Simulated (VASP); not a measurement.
# CoSi (zincblende type) (F-43m) in VASP: further runs

The runs below take CoSi (zincblende type) through single point, with PBE.

Program: VASP 6.6.1. These are calculated values, not measurements. Logs are shortened: lines on timing, memory, paths and dates and some standing lists are left out, and cuts for length are marked.

## (1) The cell of the first run

Symmetry: F-43m, No. 216, cubic system. Conventional cell: a = 4.914 Å, b = 4.914 Å, c = 4.914 Å, α = 90.00°, β = 90.00°, γ = 90.00°. Co (site symmetry -43m) has 4 Si at 2.13 Å within 2.8 Å. Si (site symmetry -43m) has 4 Co at 2.13 Å within 2.8 Å.

## (2) Single point, PBE

File INCAR:

```
PREC = Accurate
ENCUT = 520
EDIFF = 1E-6
ISMEAR = -1
SIGMA = 0.05
LREAL = F
LASPH = T
NELM = 100
ALGO = Normal
ISIF = 2
LWAVE = F
LCHARG = F
GGA = PE
NBANDS = 14
```

File KPOINTS:

```
Automatic mesh
0
Gamma
  13 13 13
```

File POSCAR:

```
CoSi
1.0
    0.0000000000      2.4571551124      2.4571551124
    2.4571551124      0.0000000000      2.4571551124
    2.4571551124      2.4571551124      0.0000000000
Co Si
1 1
Direct
    0.0000000000      0.0000000000      0.0000000000
    0.2500000000      0.2500000000      0.2500000000
```

Potentials or basis: VASP PAW PBE potentials, release 64 (Co, Si).

Started as:

```console
cat potpaw_PBE.64/Co/POTCAR potpaw_PBE.64/Si/POTCAR > POTCAR
mpirun -np 1 vasp_std > vasp.out
```

OUTCAR:

```text
PREC = Accurate
   ENCUT = 520
   EDIFF = 1E-6
   ISMEAR = -1
   LREAL = F
   LASPH = T
   NELM = 100
   ISIF = 2
   GGA = PE

 ion  position               nearest neighbor table
   1  0.000  0.000  0.000-   2 2.13   2 2.13   2 2.13   2 2.13
   2  0.250  0.250  0.250-   1 2.13   1 2.13   1 2.13   1 2.13

  LATTYP: Found a face centered cubic cell.
 ALAT       =     4.9143102248

  Lattice vectors:

 A1 = (   0.0000000000,   2.4571551124,   2.4571551124)
 A2 = (   2.4571551124,   0.0000000000,   2.4571551124)
 A3 = (   2.4571551124,   2.4571551124,   0.0000000000)

Analysis of symmetry for initial positions (statically):
=====================================================================
 Subroutine PRICEL returns:
 Original cell was already a primitive cell.

 Routine SETGRP: Setting up the symmetry group for a
 face centered cubic supercell.

 Subroutine GETGRP returns: Found 24 space group operations
 (whereof 24 operations were pure point group operations)
 out of a pool of 48 trial point group operations.

The static configuration has the point symmetry T_d .

Analysis of symmetry for dynamics (positions and initial velocities):
=====================================================================
 Subroutine PRICEL returns:
 Original cell was already a primitive cell.

 Routine SETGRP: Setting up the symmetry group for a
 face centered cubic supercell.

 Subroutine GETGRP returns: Found 24 space group operations
 (whereof 24 operations were pure point group operations)
 out of a pool of 48 trial point group operations.

The dynamic configuration has the point symmetry T_d .

 Subroutine INISYM returns: Found 24 space group operations
 (whereof 24 operations are pure point group operations),
 and found     1 'primitive' translations

----------------------------------------------------------------------------------------

                                     Primitive cell

  volume of cell :      29.6707

  direct lattice vectors                    reciprocal lattice vectors
     0.000000000  2.457155112  2.457155112    -0.203487357  0.203487357  0.203487357
     2.457155112  0.000000000  2.457155112     0.203487357 -0.203487357  0.203487357
     2.457155112  2.457155112  0.000000000     0.203487357  0.203487357 -0.203487357

  length of vectors
     3.474942085  3.474942085  3.474942085     0.352450441  0.352450441  0.352450441

  position of ions in fractional coordinates (direct lattice)
     0.000000000  0.000000000  0.000000000
     0.250000000  0.250000000  0.250000000

  ion indices of the primitive-cell ions
   primitive index   ion index
                 1           1
                 2           2

----------------------------------------------------------------------------------------

 KPOINTS: Automatic mesh

Automatic generation of k-mesh.
 Grid dimensions read from file:
 generate k-points for:   13   13   13

 Generating k-lattice:

  Cartesian coordinates                     Fractional coordinates (reciprocal lattice)
    -0.015652874  0.015652874  0.015652874     0.076923077  0.000000000  0.000000000
     0.015652874 -0.015652874  0.015652874     0.000000000  0.076923077  0.000000000
     0.015652874  0.015652874 -0.015652874     0.000000000  0.000000000  0.076923077

  Length of vectors
     0.027111572  0.027111572  0.027111572

  Shift w.r.t. Gamma in fractional coordinates (k-lattice)
     0.000000000  0.000000000  0.000000000

 Subroutine IBZKPT returns following result:
 ===========================================

 Found     84 irreducible k-points:

 Following reciprocal coordinates:
            Coordinates               Weight
  0.000000  0.000000  0.000000      1.000000
  0.076923  0.000000  0.000000      8.000000
  0.153846  0.000000  0.000000      8.000000
  0.230769  0.000000  0.000000      8.000000
  0.307692  0.000000  0.000000      8.000000
  0.384615  0.000000  0.000000      8.000000
[... 16 lines left out ...]
  0.384615  0.153846  0.000000     24.000000
  0.461538  0.153846  0.000000     24.000000
 [... further k-points ...]
   k-points           NKPTS =     84   k-points in BZ     NKDIM =     84   number of bands    NBANDS=     14
   number of dos      NEDOS =    301   number of ions     NIONS =      2
   total plane-waves  NPLWV =  21952
   dimension x,y,z NGX =    28 NGY =   28 NGZ =   28
   dimension x,y,z NGXF=    56 NGYF=   56 NGZF=   56
   ions per type =               1   1
   NGX,Y,Z   is equivalent  to a cutoff of  13.40, 13.40, 13.40 a.u.
   NGXF,Y,Z  is equivalent  to a cutoff of  26.79, 26.79, 26.79 a.u.
 SYSTEM =  unknown system
   PREC   = accura    normal or accurate (medium, high low for compatibility)
   ISTART =      0    job   : 0-new  1-cont  2-samecut
   ICHARG =      2    charge: 1-file 2-atom 10-const
   ISPIN  =      1    spin polarized calculation?
   LNONCOLLINEAR =      F non collinear calculations
   LSORBIT =      F    spin-orbit coupling
   LASPH  =      T    aspherical Exc in radial PAW
   ENCUT  =  520.0 eV  38.22 Ry    6.18 a.u.   6.46  6.46  6.46*2*pi/ulx,y,z
   NELM   =    100;   NELMIN=  2; NELMDL= -5     # of ELM steps
   EDIFF  = 0.1E-05   stopping-criterion for ELM
   LREAL  =      F    real-space projection
   EDIFFG = 0.1E-04   stopping-criterion for IOM
   NSW    =      0    number of steps for IOM
   IBRION =     -1    ionic relax: 0-MD 1-quasi-New 2-CG
   NFREE  =      0    steps in history (QN), initial steepest desc. (CG)
   ISIF   =      2    stress and relaxation
   ISYM   =      2    0-nonsym 1-usesym 2-fastsym
   POTIM  = 0.5000    time-step for ionic-motion
   TEBEG  =    0.0;   TEEND  =   0.0 temperature during run
   PSTRESS=    0.0 pullay stress
   NELECT =      13.0000    total number of electrons
   NUPDOWN=      -1.0000    fix difference up-down
   EMIN   =  10.00;   EMAX   =-10.00  energy-range for DOS
   EFERMI =   0.00;   METHOD = LEGACY
   ISMEAR =    -1;   SIGMA  =   0.05  broadening in eV -4-tet -1-fermi 0-gaus
   EFERMI_NEDOS =   21; number of points for ismear=-14 and -15
   IALGO  =     38    algorithm
   IMIX   =      4    mixing-type and parameters
     AMIX     =   0.40;   BMIX     =  1.00
     AMIX_MAG =   1.60;   BMIX_MAG =  1.00
  volume/ion in A,a.u.               =      14.84       100.11
  Fermi-wavevector in a.u.,A,eV,Ry     =   1.243407  2.349699 21.035443  1.546061
  Thomas-Fermi vector in A             =   2.377719
   LORBIT       =      0    0 simple, 1 ext, 2 COOP (PROOUT), +10 PAW based schemes
   GGA     = PE    functional components
   LHFCALC =     F    Hartree Fock is set to
   AEXX    =    0.0000 exact exchange contribution
   IVDW    =     0    specifies the selected vdW correction
   LEPSILON=     F    determine dielectric tensor
   LRPA    =     F    only Hartree local field effects (RPA)
 non-spin polarized calculation
  energy-cutoff  :      520.00
  volume of cell :       29.67
 maximum number of plane-waves:       821
 NGX is ok and might be reduce to    28
   NGX = 13   NGY = 13   NGZ = 13

 number of electron      12.9999995 magnetization

 Free energy of the ion-electron system (eV)
  ---------------------------------------------------
  ext. energy  EPLUGINS =         0.00000000
  ---------------------------------------------------
  free energy    TOTEN  =       -11.60254190 eV

  energy without entropy =      -11.59622747  energy(sigma->0) =      -11.59938468

 E-fermi :   7.1880     XC(G=0): -11.0302

 val. band max:        7.1201255898   @ k =  -0.3077   0.3077   0.0769
 cond. band min:       7.2530063399   @ k =   0.4615   0.3077   0.0000
 fundamental gap:      0.1328807501
 Fermi energy:         7.1880028961

 k-point     1 :       0.0000    0.0000    0.0000
  band No.  band energies     occupation
      1      -3.3016      2.00000
      2       4.5874      2.00000
      3       4.5874      2.00000
      4       4.5874      2.00000
      5       5.9765      2.00000
      6       5.9765      2.00000
      7      14.3943      0.00000
      8      14.3943      0.00000
      9      14.3943      0.00000
     10      15.2647      0.00000
     11      15.2647      0.00000
     12      15.2647      0.00000
     13      17.2726      0.00000
     14      21.5706      0.00000

 k-point     2 :       0.0769    0.0000    0.0000
  band No.  band energies     occupation
      1      -3.2003      2.00000
      2       4.5340      2.00000
      3       4.6120      2.00000
      4       4.6120      2.00000
      5       5.9658      2.00000
      6       5.9658      2.00000
      7      13.0624      0.00000
      8      13.9740      0.00000
      9      13.9740      0.00000
     10      15.7290      0.00000
     11      15.7290      0.00000
     12      15.9049      0.00000
     13      17.7227      0.00000
     14      20.9905      0.00000

 k-point     3 :       0.1538    0.0000    0.0000
  band No.  band energies     occupation
      1      -2.9008      2.00000
      2       4.3758      2.00000
      3       4.6753      2.00000
      4       4.6753      2.00000
      5       5.9465      2.00000
      6       5.9465      2.00000
      7      11.2492      0.00000
      8      13.3587      0.00000
      9      13.3587      0.00000
     10      16.0630      0.00000
     11      16.3822      0.00000
     12      16.3822      0.00000
     13      18.6332      0.00000
     14      20.3073      0.00000
[... 324 lines left out ...]
 k-point    23 :       0.3846    0.1538    0.0000
  band No.  band energies     occupation
      1      -1.2381      2.00000
      2       3.5913      2.00000
      3       4.7623      2.00000
      4       4.9297      2.00000
      5       5.8358      2.00000
      6       6.2036      2.00000
      7       7.7302      0.00004
      8      10.7008      0.00000
      9      11.1152      0.00000
     10      14.7650      0.00000
     11      17.3213      0.00000
     12      18.1893      0.00000
     13      18.8152      0.00000
     14      22.0580      0.00000

 k-point    24 :       0.4615    0.1538    0.0000
  band No.  band energies     occupation
      1      -0.5875      2.00000
      2       3.1809      2.00000
      3       4.6874      2.00000
      4       4.9516      2.00000
      5       6.0160      2.00000
      6       6.2172      2.00000
      7       6.8350      1.99828
      8      10.5139      0.00000
      9      10.6574      0.00000
     10      14.7038      0.00000
     11      17.6214      0.00000
     12      17.7614      0.00000
     13      19.8379      0.00000
     14      21.9972      0.00000

 [... further k-points ...]

------------------------ aborting loop because EDIFF is reached ----------------------------------------

  FORCE on cell =-STRESS in cart. coord.  units (eV):
  Direction    XX          YY          ZZ          XY          YZ          ZX
  --------------------------------------------------------------------------------------
  -------------------------------------------------------------------------------------
  Total        2.5856367      2.5856367      2.5856367      0.0000000      0.0000000      0.0000000
  in kB      139.6208793    139.6208793    139.6208793      0.0000000      0.0000000      0.0000000
  external PRESSURE =     139.6208793 kB  Pullay stress =       0.0000000 kB

 VOLUME and BASIS-vectors are now :
 -----------------------------------------------------------------------------
  energy-cutoff  :      520.00
  volume of cell :       29.67
      direct lattice vectors                 reciprocal lattice vectors
     0.000000000  2.457155112  2.457155112    -0.203487357  0.203487357  0.203487357
     2.457155112  0.000000000  2.457155112     0.203487357 -0.203487357  0.203487357
     2.457155112  2.457155112  0.000000000     0.203487357  0.203487357 -0.203487357

 POSITION                                       TOTAL-FORCE (eV/Angst)
 -----------------------------------------------------------------------------------
      0.00000      0.00000      0.00000         0.000000      0.000000     -0.000000
      1.22858      1.22858      1.22858        -0.000000     -0.000000      0.000000
 -----------------------------------------------------------------------------------
    total drift:                                0.000001      0.000001      0.000001

  FREE ENERGIE OF THE ION-ELECTRON SYSTEM (eV)
  ---------------------------------------------------
  free  energy   TOTEN  =       -11.6025418963 eV

  energy  without entropy=      -11.5962274695  energy(sigma->0) =      -11.59938468
```

Run time: 37 s. Hardware: 1 thread of Intel Xeon 8259CL, shared host; peak memory 0.18 GiB.

What came out:

```yaml
Free_energy: -11.6025 eV
Pressure: 14.0 GPa
Band_gap_on_the_k_mesh: zero (an odd number of electrons rules out a gap without spin polarisation)
```

Levels at points of the mesh, in eV from the Fermi level:
```
           k point  band 4  band 5  band 6  band 7  band 8  band 9
(0.00, 0.00, 0.00)   -2.60   -1.21   -1.21    7.21    7.21    7.21
```

Caveat: the cell stands under pressure; the run has no spin polarisation, though such a crystal can be magnetic.

(Part 1 of 2 ends here.)
